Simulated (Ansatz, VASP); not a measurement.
CdF2: VASP beside Ansatz

```
CELL_PARAMETERS angstrom
0.00000 2.69400 2.69400
2.39093 0.00000 2.69400
2.39093 2.69400 0.00000
ATOMIC_POSITIONS crystal
Cd 0.00000 0.00000 0.00000
F 0.25000 0.25000 0.25000
F 0.75000 0.75000 0.75000
```

Change from the starting cell: strain -0.1125 x Voigt [1, 0, 0, 0, 0, 0], atoms carried along.

Alike in both runs: task single point; functional LDA; k mesh 8 × 8 × 8; occupations gaussian, width 0.05 eV; no spin polarisation.

|  | VASP | Ansatz |
| --- | --- | --- |
| version | VASP 6.6.1 | Ansatz 0.2.0 |
| potentials or method | VASP PAW LDA potentials, release 64 (Cd_sv_GW, F), cutoff 600 eV | scalar-relativistic, plane waves, PAW |
| valence electrons in the cell | 34 | 34 |

VASP gave:

```
gap on the k mesh at the Fermi level (eV)                     : 2.83
least direct gap on the mesh (eV)                             : 3.30
pressure (GPa)                                                : 9.6
traceless stress, the component that is largest in VASP (GPa) : 10.73
```

**Question.** What did Ansatz give for the same quantities?

**Answer.** gap on the k mesh at the Fermi level (eV): 2.83; least direct gap on the mesh (eV): 3.30; pressure (GPa): 10.1; traceless stress, the component that is largest in VASP (GPa): 10.72.

LDA's correlation is that of Perdew and Zunger in VASP and of Perdew and Wang (1992) in Ansatz.
